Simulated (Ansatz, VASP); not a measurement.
# Bi2Te3: VASP beside Ansatz

The input INCAR:

```
PREC     = Accurate       # precision mode
ENCUT    = 520            # plane-wave cutoff, eV
EDIFF    = 1E-7           # SCF threshold, eV
ISMEAR   = 0              # smearing method
SIGMA    = 0.01           # smearing width, eV
LREAL    = False          # projectors in reciprocal space
LASPH    = True           # aspherical terms in the spheres
NELM     = 100            # most SCF steps
ALGO     = Normal         # electronic algorithm
ISIF     = 2              # what is computed and relaxed
LWAVE    = False          # write WAVECAR
LCHARG   = False          # write CHGCAR
GGA      = PS             # functional
NBANDS   = 32             # bands
```

Contents of KPOINTS:

```
regular mesh
0
Gamma
  6 6 6
```

POSCAR

```
Bi2Te3
1.0
    2.1908364022      1.2648799865     10.1028651319
   -2.1908364022      1.2648799865     10.1028651319
    0.0000000000     -2.5297599731     10.1028651319
Bi Te
2 3
Direct
    0.3998550986      0.3998550986      0.3998550986
    0.6001449014      0.6001449014      0.6001449014
    0.0000000000      0.0000000000      0.0000000000
    0.2099734953      0.2099734953      0.2099734953
    0.7900265047      0.7900265047      0.7900265047
```

Input for Ansatz:

```yaml
crystal:
  lattice:
    - [2.1908364022, 1.2648799865, 10.1028651319]
    - [-2.1908364022, 1.2648799865, 10.1028651319]
    - [0.0, -2.5297599731, 10.1028651319]
  atoms:
    - { symbol: Bi, position: [0.3998550986, 0.3998550986, 0.3998550986] }
    - { symbol: Bi, position: [0.6001449014, 0.6001449014, 0.6001449014] }
    - { symbol: Te, position: [0.0, 0.0, 0.0] }
    - { symbol: Te, position: [0.2099734953, 0.2099734953, 0.2099734953] }
    - { symbol: Te, position: [0.7900265047, 0.7900265047, 0.7900265047] }
basis:
  ecutwfc: 420
kpoints:
  mp_grid: { grid: [6, 6, 6] }
  band_path:
    path:
      - [0.0, 0.0, 0.0]
      - [0.5, 0.5, 0.5]
      - [0.8228832856, 0.1771167144, 0.5]
      - [0.5, -0.1771167144, 0.1771167144]
      - [0.5, 0.0, 0.0]
      - [0.3385583572, -0.3385583572, 0.0]
      - [0.6614416428, 0.0, 0.3385583572]
      - [0.5, 0.0, 0.5]
    npoints: 1
hamiltonian:
  xc: pbesol
scf:
  occupations: { method: gaussian, width: 0.01 }
  n_extra_bands: 5
output:
  forces: true
  stress: true
  eigenvalues: true
```

Alike in both runs: task single point; functional PBEsol; k mesh 6 × 6 × 6; occupations gaussian, width 0.01 eV; no spin polarisation.

```csv
,VASP,Ansatz
version,VASP 6.6.1,Ansatz 0.2.0
potentials or method,"VASP PAW PBE potentials, release 64 (Bi_d, Te), cutoff 520 eV","scalar-relativistic, plane waves, PAW"
valence electrons in the cell,48,78
```

```csv
,VASP,Ansatz,Ansatz less VASP
gap on the k mesh at the Fermi level (eV),0.21,0.22,+0.011
least direct gap on the mesh (eV),0.21,0.22,+0.011
pressure (GPa),0.0,0.0,-0.02
rms of the force components (eV/Å),0.016,0.008,-0.0075
```

VASP's potentials were made for PBE, not for PBEsol. Atom by atom the forces differ by 0.008 eV/Å (rms over components). With one functional, cell and mesh, what is left measures potentials, basis and numerics. VASP's potentials hold 48 valence electrons a cell and Ansatz's 78, so a difference there can come from the potentials and not from the codes.

Spin-orbit coupling is off throughout.
